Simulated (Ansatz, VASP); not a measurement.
# One calculation of SnSe, two programs

```
CELL_PARAMETERS angstrom
4.21301 0.00000 0.00000
0.00000 4.21301 0.00000
0.00000 0.00000 5.98650
ATOMIC_POSITIONS crystal
Sn 0.50000 0.00000 0.25015
Sn 0.00000 0.50000 0.74985
Se 0.50000 0.00000 0.74992
Se 0.00000 0.50000 0.25008
```

Alike in both runs: functional PBE; dispersion D3(BJ); k mesh 6 × 6 × 4; occupations gaussian, width 0.02 eV; no spin polarisation.

Ansatz relaxed the structure, and its values are those at the end. VASP's run is a single point on that final structure, the one shown.

```csv
,VASP,Ansatz
version,VASP 6.6.1,Ansatz 0.2.0
potentials or method,"VASP PAW PBE potentials, release 64 (Sn_d, Se), cutoff 520 eV","scalar-relativistic, plane waves, PAW"
valence electrons in the cell,40,60
```

```csv
,VASP,Ansatz,Ansatz less VASP
gap on the k mesh at the Fermi level (eV),0.70,0.70,-0.001
least direct gap on the mesh (eV),0.70,0.70,-0.001
pressure (GPa),0.0,0.0,-0.01
```

VASP's potentials hold 40 valence electrons a cell and Ansatz's 60, so a difference there can come from the potentials and not from the codes. Ansatz's warnings: relaxed geometry near dispersion switch.
